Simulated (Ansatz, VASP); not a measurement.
## One calculation of YN, two programs

```xyz
2
Lattice="0.0000 2.4101 2.4101 2.4101 0.0000 2.4101 2.4101 2.4101 0.0000" Properties=species:S:1:pos:R:3 pbc="T T T"
Y     0.0000    0.0000    0.0000
N     2.4101    2.4101    2.4101
```

Alike in both runs: functional LDA; k mesh 12 × 12 × 12; occupations gaussian, width 0.01 eV; no spin polarisation.

Ansatz relaxed the structure, and its values are those at the end. VASP's run is a single point on that final structure, the one shown.

```csv
,VASP,Ansatz
version,VASP 6.6.1,Ansatz 0.2.0
potentials or method,"VASP PAW LDA potentials, release 64 (Y_sv, N), cutoff 600 eV","scalar-relativistic, plane waves, PAW"
valence electrons in the cell,16,16
```

Ansatz gave:

* gap on the k mesh at the Fermi level (eV): 0.02
* least direct gap on the mesh (eV): 0.37
* pressure (GPa): 0.0

Question: Which values does VASP return?

Answer: gap on the k mesh at the Fermi level (eV): 0.01; least direct gap on the mesh (eV): 0.36; pressure (GPa): 0.1.

Ansatz warns that its potentials were made for another functional, while VASP's fit it. LDA's correlation is that of Perdew and Zunger in VASP and of Perdew and Wang (1992) in Ansatz.
